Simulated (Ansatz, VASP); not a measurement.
## Al5Cu: VASP beside Ansatz

```
Al Cu
1.0
     2.77720    0.00000    0.00000
    -1.38860    2.40513    0.00000
     0.00000    0.00000   13.60545
Al Cu
5 1
Direct
  0.00000 0.00000 0.00000
  0.33333 0.66667 0.83333
  0.66667 0.33333 0.66667
  0.33333 0.66667 0.33333
  0.66667 0.33333 0.16667
  0.00000 0.00000 0.50000
```

Alike in both runs: task single point; functional PBE; k mesh 6 × 6 × 2; occupations gaussian, width 0.1 eV; no spin polarisation.

```csv
,VASP,Ansatz
version,VASP 6.6.1,Ansatz 0.2.0
potentials or method,"VASP PAW PBE potentials, release 64 (Al, Cu), cutoff 520 eV","scalar-relativistic, plane waves, PAW"
valence electrons in the cell,26,34
```

|  | VASP | Ansatz | Ansatz less VASP |
| --- | --- | --- | --- |
| gap on the k mesh at the Fermi level (eV) | none | none | - |
| pressure (GPa) | 3.2 | 3.0 | -0.20 |
| traceless stress, the component that is largest in VASP (GPa) | -0.43 | -0.47 | -0.039 |
| rms of the force components (eV/Å) | 0.285 | 0.290 | +0.0052 |

Atom by atom the forces differ by 0.005 eV/Å (rms over components). A gap of «none» marks a metal or a gap that the smearing closes. The functional is the same, so the differences come from potentials, cutoffs and numerics. VASP's potentials hold 26 valence electrons a cell and Ansatz's 34, so a difference there can come from the potentials and not from the codes.

The k mesh is coarse, so the values compare programs but aren't converged.
